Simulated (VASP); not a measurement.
Input of a VASP 6.6.1 run:

INCAR

```
SYSTEM = Zr3ScN4
PREC = Accurate
ENCUT = 520
EDIFF = 1E-7
ISMEAR = 0
SIGMA = 0.1
LREAL = .FALSE.
LASPH = .TRUE.
NELM = 150
ALGO = Normal
ISIF = 2
LWAVE = .FALSE.
LCHARG = .FALSE.
ISPIN = 2
MAGMOM = 1 1 1 1 0 0 0 0
LORBIT = 11
LMAXMIX = 4
GGA = PE
NBANDS = 48
```

File KPOINTS:

```
Automatic mesh
0
G
  4 4 4
  0 0 0
```

The input POSCAR:

```
Zr3ScN4
1.0
   -2.8579842269      2.8579842269      2.8579842269
    2.8579842269     -2.8579842269      2.8579842269
    2.8579842269      2.8579842269     -2.8579842269
Zr Sc N
3 1 4
Direct
    0.5000000000      0.0000000000      0.5000000000
    0.0000000000      0.5000000000      0.5000000000
    0.5000000000      0.5000000000      0.0000000000
    0.0000000000      0.0000000000      0.0000000000
    0.5679208225      0.5679208225      0.5679208225
    0.0000000000      0.4320791775      0.0000000000
    0.4320791775      0.0000000000      0.0000000000
    0.0000000000      0.0000000000      0.4320791775
```

Potentials or basis: VASP PAW PBE potentials, release 64 (Zr_sv, Sc_sv, N).

Run with:

```console
$ cat potpaw_PBE.64/Zr_sv/POTCAR potpaw_PBE.64/Sc_sv/POTCAR potpaw_PBE.64/N/POTCAR > POTCAR
$ mpirun -np 1 vasp_std > vasp.out
```

Problem. What does it give for the pressure?

Solution. 0.4 GPa.

Problem. Predict the net moment.

Solution. 0.00 μB per cell.

Forces in eV/Å, atoms in the order of the input:
```
Zr   0.000  0.000  0.000
Zr   0.000  0.000  0.000
Zr   0.000  0.000  0.000
Sc   0.000  0.000  0.000
N   -0.028 -0.028 -0.028
N    0.028 -0.028  0.028
N   -0.028  0.028  0.028
N    0.028  0.028 -0.028
```

Caveat: the k points lie up to 0.39 Å⁻¹ apart.
